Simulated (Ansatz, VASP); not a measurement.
# TaN: VASP beside Ansatz

The input INCAR:

```
SYSTEM = TaN
ALGO     = Normal         ! electronic algorithm
EDIFF    = 1E-7           ! SCF threshold, eV
ENCUT    = 520            ! plane-wave cutoff, eV
GGA      = PE             ! functional
ISIF     = 2              ! what is computed and relaxed
ISMEAR   = 0              ! smearing method
LASPH    = .True.         ! aspherical terms in the spheres
LCHARG   = .False.        ! write CHGCAR
LREAL    = .False.        ! projectors in reciprocal space
LWAVE    = .False.        ! write WAVECAR
NBANDS   = 15             ! bands
NELM     = 100            ! most SCF steps
PREC     = Accurate       ! precision mode
SIGMA    = 0.1            ! smearing width, eV
```

The input KPOINTS:

```
k-points
0
Gamma
  6 6 6
  0 0 0
```

File POSCAR:

```
TaN
1.0
    2.9379987900      0.0000000000      0.0000000000
   -1.4689994000      2.5443815900      0.0000000000
    0.0000000000      0.0000000000      2.8829999000
Ta N
1 1
Direct
    0.3333333300      0.6666666700      0.5000000000
    0.0000000000      0.0000000000      0.0000000000
```

Input for Ansatz:

```yaml
crystal:
  lattice:
    - [2.93799879, 0.0, 0.0]
    - [-1.4689994, 2.54438159, 0.0]
    - [0.0, 0.0, 2.8829999]
  atoms:
    - { symbol: Ta, position: [0.33333333, 0.66666667, 0.5] }
    - { symbol: "N", position: [0.0, 0.0, 0.0] }
basis:
  ecutwfc: 420
kpoints:
  mp_grid: { grid: [6, 6, 6] }
hamiltonian:
  xc: pbe
scf:
  occupations: { method: gaussian, width: 0.1 }
  lower_state_search: "off"
output:
  forces: true
  stress: true
  eigenvalues: true
```

Alike in both runs: task single point; functional PBE; k mesh 6 × 6 × 6; occupations gaussian, width 0.1 eV; no spin polarisation.

|  | VASP | Ansatz |
| --- | --- | --- |
| version | VASP 6.6.1 | Ansatz 0.2.0 |
| potentials or method | VASP PAW PBE potentials, release 64 (Ta_pv, N), cutoff 520 eV | scalar-relativistic, plane waves, PAW |
| valence electrons in the cell | 16 | 18 |

```tsv
	VASP	Ansatz	Ansatz less VASP
gap on the k mesh at the Fermi level (eV)	none	none	-
pressure (GPa)	5.4	4.7	-0.72
traceless stress, the component that is largest in VASP (GPa)	0.78	0.66	-0.122
```

A gap of «none» marks a metal or a gap that the smearing closes. VASP's potentials hold 16 valence electrons a cell and Ansatz's 18, so a difference there can come from the potentials and not from the codes.

The k mesh is coarse, so the values compare programs but aren't converged. Spin-orbit coupling is off throughout.
